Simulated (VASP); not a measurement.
# AlGa2N3 (I-4m2) in VASP: further runs

AlGa2N3 is run at these levels: PBE; tasks: single point.

Program: VASP 6.6.1. These are calculated values, not measurements. Logs are shortened: lines on timing, memory, paths and dates and some standing lists are left out, and cuts for length are marked.

### Step 1. The cell of the first run

Symmetry: I-4m2, No. 119, tetragonal system. The conventional cell has a = 3.185 Å, b = 3.185 Å, c = 13.472 Å, α = 90.00°, β = 90.00°, γ = 90.00°. Al (site symmetry -4m2) has 4 N at 1.91 Å within 2.5 Å. Within 2.6 Å of Ga (site symmetry 2mm) lie 4 N at 1.96 to 1.97 Å. N (site symmetry 2mm) has 2 Al at 1.91 Å and 2 Ga at 1.97 Å within 2.5 Å. Within 2.6 Å of N (site symmetry -4m2) lie 4 Ga at 1.96 Å.

### Step 2. Single point, PBE

Contents of INCAR:

```
SYSTEM = AlGa2N3
ALGO = Normal
EDIFF = 1E-6
ENCUT = 520
GGA = PE
ISIF = 2
ISMEAR = 0
LASPH = .True.
LCHARG = .False.
LREAL = .False.
LWAVE = .False.
NBANDS = 31
NELM = 60
PREC = Accurate
SIGMA = 0.02
```

Contents of KPOINTS:

```
k-points
0
Gamma
  12 12 12
  0 0 0
```

Contents of POSCAR:

```
AlGa2N3
1.0
   -1.5923199000      1.5923199000      6.7358116000
    1.5923199000     -1.5923199000      6.7358116000
    1.5923199000      1.5923199000     -6.7358116000
Al Ga N
1 2 3
Direct
    0.5000000000      0.5000000000      0.0000000000
    0.8353920000      0.8353920000      0.0000000000
    0.1646080000      0.1646080000      0.0000000000
    0.4215160000      0.9215160000      0.5000000000
    0.0784840000      0.5784840000      0.5000000000
    0.7500000000      0.2500000000      0.5000000000
```

Potentials or basis: VASP PAW PBE potentials, release 64 (Al, Ga_d, N).

Run with:

```sh
$ cat potpaw_PBE.64/Al/POTCAR potpaw_PBE.64/Ga_d/POTCAR potpaw_PBE.64/N/POTCAR > POTCAR
$ mpirun -np 1 vasp_std > vasp.out
```

OUTCAR:

```text
SYSTEM = AlGa2N3
   EDIFF = 1E-6
   ENCUT = 520
   GGA = PE
   ISIF = 2
   ISMEAR = 0
   LASPH = .True.
   LREAL = .False.
   NELM = 60
   PREC = Accurate

 ion  position               nearest neighbor table
   1  0.500  0.500  0.000-   5 1.91   4 1.91   5 1.91   4 1.91
   2  0.835  0.835  0.000-   6 1.96   6 1.96   4 1.97   4 1.97
   3  0.165  0.165  0.000-   6 1.96   6 1.96   5 1.97   5 1.97
   4  0.422  0.922  0.500-   1 1.91   1 1.91   2 1.97   2 1.97
   5  0.078  0.578  0.500-   1 1.91   1 1.91   3 1.97   3 1.97
   6  0.750  0.250  0.500-   2 1.96   3 1.96   2 1.96   3 1.96

  LATTYP: Found a body centered tetragonal cell.
 ALAT       =     3.1846398000
 C/A-ratio  =     4.2301874140

  Lattice vectors:

 A1 = (  -1.5923199000,   1.5923199000,   6.7358116000)
 A2 = (   1.5923199000,  -1.5923199000,   6.7358116000)
 A3 = (   1.5923199000,   1.5923199000,  -6.7358116000)

Analysis of symmetry for initial positions (statically):
=====================================================================
 Subroutine PRICEL returns:
 Original cell was already a primitive cell.

 Routine SETGRP: Setting up the symmetry group for a
 body centered tetragonal supercell.

 Subroutine GETGRP returns: Found  8 space group operations
 (whereof  8 operations were pure point group operations)
 out of a pool of 16 trial point group operations.

The static configuration has the point symmetry D_2d.

Analysis of symmetry for dynamics (positions and initial velocities):
=====================================================================
 Subroutine PRICEL returns:
 Original cell was already a primitive cell.

 Routine SETGRP: Setting up the symmetry group for a
 body centered tetragonal supercell.

 Subroutine GETGRP returns: Found  8 space group operations
 (whereof  8 operations were pure point group operations)
 out of a pool of 16 trial point group operations.

The dynamic configuration has the point symmetry D_2d.

 Subroutine INISYM returns: Found  8 space group operations
 (whereof  8 operations are pure point group operations),
 and found     1 'primitive' translations

----------------------------------------------------------------------------------------

                                     Primitive cell

  volume of cell :      68.3141

  direct lattice vectors                    reciprocal lattice vectors
    -1.592319900  1.592319900  6.735811600     0.000000000  0.314007254  0.074230105
     1.592319900 -1.592319900  6.735811600     0.314007254  0.000000000  0.074230105
     1.592319900  1.592319900 -6.735811600     0.314007254  0.314007254  0.000000000

  length of vectors
     7.102261840  7.102261840  7.102261840     0.322661842  0.322661842  0.444073318

  position of ions in fractional coordinates (direct lattice)
     0.500000000  0.500000000  0.000000000
     0.835392000  0.835392000  0.000000000
     0.164608000  0.164608000  0.000000000
     0.421516000  0.921516000  0.500000000
     0.078484000  0.578484000  0.500000000
     0.750000000  0.250000000  0.500000000

  ion indices of the primitive-cell ions
   primitive index   ion index
                 1           1
                 2           2
                 3           3
                 4           4
                 5           5
                 6           6

----------------------------------------------------------------------------------------

 KPOINTS: k-points

Automatic generation of k-mesh.
 Grid dimensions read from file:
 generate k-points for:   12   12   12

 Generating k-lattice:

  Cartesian coordinates                     Fractional coordinates (reciprocal lattice)
     0.000000000  0.026167271  0.006185842     0.083333333  0.000000000  0.000000000
     0.026167271  0.000000000  0.006185842     0.000000000  0.083333333  0.000000000
     0.026167271  0.026167271  0.000000000     0.000000000  0.000000000  0.083333333

  Length of vectors
     0.026888487  0.026888487  0.037006110

  Shift w.r.t. Gamma in fractional coordinates (k-lattice)
     0.000000000  0.000000000  0.000000000

 Subroutine IBZKPT returns following result:
 ===========================================

 Found    163 irreducible k-points:

 Following reciprocal coordinates:
            Coordinates               Weight
  0.000000  0.000000  0.000000      1.000000
  0.083333  0.000000 -0.000000      8.000000
  0.166667  0.000000 -0.000000      8.000000
  0.250000  0.000000  0.000000      8.000000
  0.333333  0.000000 -0.000000      8.000000
  0.416667  0.000000 -0.000000      8.000000
[... 16 lines left out ...]
  0.500000  0.166667  0.000000     16.000000
 -0.416667  0.166667  0.000000     16.000000
 [... further k-points ...]
   k-points           NKPTS =    163   k-points in BZ     NKDIM =    163   number of bands    NBANDS=     31
   number of dos      NEDOS =    301   number of ions     NIONS =      6
   total plane-waves  NPLWV = 157464
   dimension x,y,z NGX =    54 NGY =   54 NGZ =   54
   dimension x,y,z NGXF=   108 NGYF=  108 NGZF=  108
   ions per type =               1   2   3
   NGX,Y,Z   is equivalent  to a cutoff of  12.64, 12.64, 12.64 a.u.
   NGXF,Y,Z  is equivalent  to a cutoff of  25.28, 25.28, 25.28 a.u.
 SYSTEM =  AlGa2N3
   PREC   = accura    normal or accurate (medium, high low for compatibility)
   ISTART =      0    job   : 0-new  1-cont  2-samecut
   ICHARG =      2    charge: 1-file 2-atom 10-const
   ISPIN  =      1    spin polarized calculation?
   LNONCOLLINEAR =      F non collinear calculations
   LSORBIT =      F    spin-orbit coupling
   LASPH  =      T    aspherical Exc in radial PAW
   ENCUT  =  520.0 eV  38.22 Ry    6.18 a.u.  13.21 13.21 13.21*2*pi/ulx,y,z
   NELM   =     60;   NELMIN=  2; NELMDL= -5     # of ELM steps
   EDIFF  = 0.1E-05   stopping-criterion for ELM
   LREAL  =      F    real-space projection
   EDIFFG = 0.1E-04   stopping-criterion for IOM
   NSW    =      0    number of steps for IOM
   IBRION =     -1    ionic relax: 0-MD 1-quasi-New 2-CG
   NFREE  =      0    steps in history (QN), initial steepest desc. (CG)
   ISIF   =      2    stress and relaxation
   ISYM   =      2    0-nonsym 1-usesym 2-fastsym
   POTIM  = 0.5000    time-step for ionic-motion
   TEBEG  =    0.0;   TEEND  =   0.0 temperature during run
   PSTRESS=    0.0 pullay stress
   NELECT =      44.0000    total number of electrons
   NUPDOWN=      -1.0000    fix difference up-down
   EMIN   =  10.00;   EMAX   =-10.00  energy-range for DOS
   EFERMI =   0.00;   METHOD = LEGACY
   ISMEAR =     0;   SIGMA  =   0.02  broadening in eV -4-tet -1-fermi 0-gaus
   EFERMI_NEDOS =   21; number of points for ismear=-14 and -15
   IALGO  =     38    algorithm
   IMIX   =      4    mixing-type and parameters
     AMIX     =   0.40;   BMIX     =  1.00
     AMIX_MAG =   1.60;   BMIX_MAG =  1.00
  volume/ion in A,a.u.               =      11.39        76.83
  Fermi-wavevector in a.u.,A,eV,Ry     =   1.413803  2.671700 27.195851  1.998839
  Thomas-Fermi vector in A             =   2.535411
   LORBIT       =      0    0 simple, 1 ext, 2 COOP (PROOUT), +10 PAW based schemes
   GGA     = PE    functional components
   LHFCALC =     F    Hartree Fock is set to
   AEXX    =    0.0000 exact exchange contribution
   IVDW    =     0    specifies the selected vdW correction
   LEPSILON=     F    determine dielectric tensor
   LRPA    =     F    only Hartree local field effects (RPA)
 non-spin polarized calculation
 Gauss-broadening in eV      SIGMA  =   0.02
  energy-cutoff  :      520.00
  volume of cell :       68.31
 maximum number of plane-waves:      1864
 NGX is ok and might be reduce to    54
   NGX = 27   NGY = 27   NGZ = 27

 number of electron      44.0000005 magnetization

 Free energy of the ion-electron system (eV)
  ---------------------------------------------------
  ext. energy  EPLUGINS =         0.00000000
  ---------------------------------------------------
  free energy    TOTEN  =       -39.13855388 eV

  energy without entropy =      -39.13855388  energy(sigma->0) =      -39.13855388

 E-fermi :   5.3738     XC(G=0): -11.3141

 val. band max:        5.2676621047   @ k =   0.0000   0.0000   0.0000
 cond. band min:       7.5163739936   @ k =   0.0000   0.0000   0.0000
 fundamental gap:      2.2487118889
 Fermi energy:         5.3738334398

 k-point     1 :       0.0000    0.0000    0.0000
  band No.  band energies     occupation
      1     -10.2064      2.00000
      2      -9.3798      2.00000
      3      -8.8798      2.00000
      4      -7.9006      2.00000
      5      -7.9006      2.00000
      6      -7.8495      2.00000
[... 23 lines left out ...]
     30      16.0704      0.00000
     31      16.1217      0.00000

 k-point     2 :       0.0833    0.0000   -0.0000
  band No.  band energies     occupation
      1     -10.1501      2.00000
      2      -9.3745      2.00000
      3      -8.8755      2.00000
      4      -7.8983      2.00000
      5      -7.8949      2.00000
      6      -7.8501      2.00000
[... 23 lines left out ...]
     30      16.0795      0.00000
     31      16.1684      0.00000

 k-point     3 :       0.1667    0.0000   -0.0000
  band No.  band energies     occupation
      1      -9.9930      2.00000
      2      -9.3571      2.00000
      3      -8.8681      2.00000
      4      -7.8918      2.00000
      5      -7.8698      2.00000
      6      -7.8606      2.00000
[... 23 lines left out ...]
     30      16.1266      0.00000
     31      16.1842      0.00000

 k-point     4 :       0.2500    0.0000    0.0000
  band No.  band energies     occupation
      1      -9.7766      2.00000
      2      -9.3222      2.00000
      3      -8.8666      2.00000
      4      -7.8824      2.00000
      5      -7.8821      2.00000
      6      -7.8075      2.00000
[... 635 lines left out ...]
     30      15.5436      0.00000
     31      16.1470      0.00000

 k-point    23 :       0.5000    0.1667    0.0000
  band No.  band energies     occupation
      1      -9.4091      2.00000
      2      -9.0312      2.00000
      3      -8.8591      2.00000
      4      -7.8548      2.00000
      5      -7.8498      2.00000
      6      -7.8263      2.00000
[... 23 lines left out ...]
     30      15.6367      0.00000
     31      16.1700      0.00000

 k-point    24 :      -0.4167    0.1667    0.0000
  band No.  band energies     occupation
      1      -9.4271      2.00000
      2      -9.0734      2.00000
      3      -8.8553      2.00000
      4      -7.8576      2.00000
      5      -7.8513      2.00000
      6      -7.8234      2.00000
[... 23 lines left out ...]
     30      15.6838      0.00000
     31      16.2761      0.00000

 [... further k-points ...]

------------------------ aborting loop because EDIFF is reached ----------------------------------------

  FORCE on cell =-STRESS in cart. coord.  units (eV):
  Direction    XX          YY          ZZ          XY          YZ          ZX
  --------------------------------------------------------------------------------------
  -------------------------------------------------------------------------------------
  Total        0.0003307      0.0003307      0.0001585      0.0000000      0.0000000      0.0000000
  in kB        0.0077570      0.0077570      0.0037170      0.0000000      0.0000000      0.0000000
  external PRESSURE =       0.0064104 kB  Pullay stress =       0.0000000 kB

 VOLUME and BASIS-vectors are now :
 -----------------------------------------------------------------------------
  energy-cutoff  :      520.00
  volume of cell :       68.31
      direct lattice vectors                 reciprocal lattice vectors
    -1.592319900  1.592319900  6.735811600     0.000000000  0.314007254  0.074230105
     1.592319900 -1.592319900  6.735811600     0.314007254  0.000000000  0.074230105
     1.592319900  1.592319900 -6.735811600     0.314007254  0.314007254  0.000000000

 POSITION                                       TOTAL-FORCE (eV/Angst)
 -----------------------------------------------------------------------------------
      0.00000      0.00000      6.73581         0.000000      0.000000      0.000000
      0.00000      0.00000     11.25409         0.000000      0.000000     -0.007756
      0.00000      0.00000      2.21754         0.000000      0.000000      0.007756
      1.59232      0.00000      5.67850        -0.000000     -0.000000      0.024811
      1.59232      0.00000      1.05731        -0.000000     -0.000000     -0.024811
     -0.00000      1.59232      3.36791         0.000000      0.000000      0.000000
 -----------------------------------------------------------------------------------
    total drift:                                0.000001     -0.000001      0.000000

  FREE ENERGIE OF THE ION-ELECTRON SYSTEM (eV)
  ---------------------------------------------------
  free  energy   TOTEN  =       -39.1385538831 eV

  energy  without entropy=      -39.1385538831  energy(sigma->0) =      -39.13855388
```

Run time: 35 min. Hardware: 1 thread of Intel Xeon 8259CL, shared host; peak memory 0.61 GiB.

What came out:

```
Free energy            : -39.1386 eV
Pressure               : 0.0 GPa
Largest force          : 0.025 eV/Å
Band gap on the k mesh : 2.25 eV
```

Forces in eV/Å, atoms in the order of the input:
```
Al   0.000  0.000  0.000
Ga   0.000  0.000 -0.008
Ga   0.000  0.000  0.008
N    0.000  0.000  0.025
N    0.000  0.000 -0.025
N    0.000  0.000  0.000
```

[end of part 1 of 2]
